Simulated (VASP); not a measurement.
Input of a VASP 6.6.1 run:

INCAR

```
SYSTEM = CdSe
ALGO     = Normal         ! electronic algorithm
EDIFF    = 1E-7           ! SCF threshold, eV
ENCUT    = 520            ! plane-wave cutoff, eV
ISIF     = 2              ! what is computed and relaxed
ISMEAR   = 0              ! smearing method
LASPH    = .TRUE.         ! aspherical terms in the spheres
LCHARG   = .FALSE.        ! write CHGCAR
LREAL    = .FALSE.        ! projectors in reciprocal space
LWAVE    = .FALSE.        ! write WAVECAR
NBANDS   = 16             ! bands
NELM     = 60             ! most SCF steps
PREC     = Accurate       ! precision mode
SIGMA    = 0.01           ! smearing width, eV
```

The input KPOINTS:

```
k-points
0
G
  5 5 5
  0 0 0
```

POSCAR

```
CdSe
1.0
    0.0000000000      3.0049396609      3.0049396609
    3.0049396609      0.0000000000      3.0049396609
    3.0049396609      3.0049396609      0.0000000000
Cd Se
1 1
Direct
    0.0000000000      0.0000000000      0.0000000000
    0.7500000000      0.7500000000      0.7500000000
```

Potentials or basis: VASP PAW LDA potentials, release 64 (Cd, Se).

Run with:

```console
$ cat potpaw_LDA.64/Cd/POTCAR potpaw_LDA.64/Se/POTCAR > POTCAR
$ mpirun -np 1 vasp_std > vasp.out
```

(1) Predict the pressure.

(2) Predict the band gap on the k mesh.

Results:

(1) 0.5 GPa.

(2) 0.43 eV, direct.
